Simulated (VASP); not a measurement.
# BaTiO3: relaxation of the atoms with PBE

BaTiO3:

```xyz
5
Lattice="3.9998 0.0000 0.0000 0.0000 3.9998 0.0000 0.0000 0.0000 4.0180" Properties=species:S:1:pos:R:3 pbc="T T T"
Ba    0.0000    0.0000    0.0000
Ti    1.9999    1.9999    1.9688
O     1.9999    1.9999    0.0763
O     1.9999    0.0000    2.0773
O     0.0000    1.9999    2.0773
```

```yaml
Program: VASP 6.6.1
Task: relaxation of the atoms
Functional: PBE
Potentials_or_basis: VASP PAW PBE potentials, release 64 (Ba_sv, Ti_sv, O)
Cutoff: 520 eV
k_mesh: 6 × 6 × 6
Occupations: fermi-dirac, width 0.02 eV
Spin: no spin polarisation
Dipole_correction: no
Further_INCAR_settings: ALGO = Normal; EDIFF = 1e-06; IBRION = 2; EDIFFG = -0.02; NSW = 80
```

| Quantity | Value |
| --- | --- |
| Energy gained by relaxing | 0.9 meV/atom |
| Ionic steps | 4 |
| Pressure after relaxing | 4.7 GPa |
| Largest force after relaxing | 0.014 eV/Å |
| Band gap on the k mesh | 1.78 eV (least direct gap 2.12 eV) |

Forces in eV/Å, atoms in the order of the input:
```
Ba   0.000  0.000  0.000
Ti   0.000  0.000 -0.014
O    0.000  0.000 -0.005
O    0.000  0.000  0.009
O    0.000  0.000  0.009
```

Stress tensor (GPa, compression positive):
```
4.06 0.00 0.00
0.00 4.06 0.00
0.00 0.00 6.08
```

Step by step:
| step | energy change (eV) | largest force (eV/Å) | pressure (GPa) |
| --- | --- | --- | --- |
| 1 | 0.0000 | 0.2750 | 4.23 |
| 2 | -0.0041 | 0.0986 | 4.52 |
| 3 | -0.0047 | 0.0377 | 4.70 |
| 4 | -0.0047 | 0.0137 | 4.73 |

Final structure:
```yaml
crystal:
  lattice:
    - [3.99980, 0.00000, 0.00000]
    - [0.00000, 3.99980, 0.00000]
    - [0.00000, 0.00000, 4.01800]
  atoms:
    - { symbol: Ba, position: [0.00000, 0.00000, 0.00157] }
    - { symbol: Ti, position: [0.50000, 0.50000, 0.48728] }
    - { symbol: O, position: [0.50000, 0.50000, 0.02407] }
    - { symbol: O, position: [0.50000, 0.00000, 0.51504] }
    - { symbol: O, position: [0.00000, 0.50000, 0.51504] }
```

Levels at points of the mesh, in eV from the valence-band top:
| k point | band 16 | band 17 | band 18 | band 19 | band 20 | band 21 | band 22 | band 23 | band 24 |
| --- | --- | --- | --- | --- | --- | --- | --- | --- | --- |
| (0.00, 0.00, 0.00) | -1.31 | -1.14 | -0.37 | -0.33 | -0.33 | 1.78 | 2.06 | 2.06 | 3.98 |
| (0.50, 0.00, 0.00) | -1.95 | -1.83 | -1.69 | -1.02 | -0.91 | 2.19 | 3.50 | 3.55 | 4.08 |
| (0.50, 0.50, 0.00) | -2.75 | -1.80 | -1.03 | -1.03 | -0.09 | 3.57 | 3.57 | 3.94 | 4.71 |
| (0.00, 0.00, 0.50) | -2.02 | -1.96 | -1.96 | -0.71 | -0.71 | 1.94 | 3.59 | 3.59 | 3.99 |
| (0.50, 0.00, 0.50) | -2.68 | -1.74 | -0.91 | -0.89 | -0.21 | 3.52 | 3.60 | 3.94 | 4.83 |
| (0.50, 0.50, 0.50) | -2.50 | -2.43 | -0.12 | -0.12 | 0.00 | 4.17 | 4.19 | 4.19 | 6.48 |

It took 2.8 min on 1 thread of Intel Xeon 8259CL, with other jobs on the host, peak memory 0.21 GiB.

Caveat: spin-orbit coupling is left out, which moves the levels of the heavy elements. A k mesh can miss the band edges.
